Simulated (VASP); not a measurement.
Here is a VASP 6.6.1 calculation.

INCAR

```
SYSTEM = Al2Au
  PREC = Accurate
  ENCUT = 520
  EDIFF = 1E-8
  ISMEAR = -1
  SIGMA = 0.05
  LREAL = .False.
  LASPH = .True.
  NELM = 80
  ALGO = Normal
  ISIF = 2
  LWAVE = .False.
  LCHARG = .False.
  LEFG = .True.
  NBANDS = 16
```

Contents of KPOINTS:

```
regular mesh
0
Gamma
  11 11 11
  0 0 0
```

File POSCAR:

```
Al2Au
1.0
    0.0000000000      3.0099668506      3.0099668506
    3.0099668506      0.0000000000      3.0099668506
    3.0099668506      3.0099668506      0.0000000000
Al Au
2 1
Direct
    0.2500000000      0.2500000000      0.2500000000
    0.7500000000      0.7500000000      0.7500000000
    0.0000000000      0.0000000000      0.0000000000
```

Potentials or basis: VASP PAW LDA potentials, release 64 (Al, Au).

The run is started by

```bash
$ cat potpaw_LDA.64/Al/POTCAR potpaw_LDA.64/Au/POTCAR > POTCAR
$ mpirun -np 1 vasp_std > vasp.out
```

Q: Predict the pressure.

A: -3.4 GPa.

Caveat: without QUAD_EFG the Cq values of the log hold for a quadrupole moment of 1 mb, not for the nuclei.
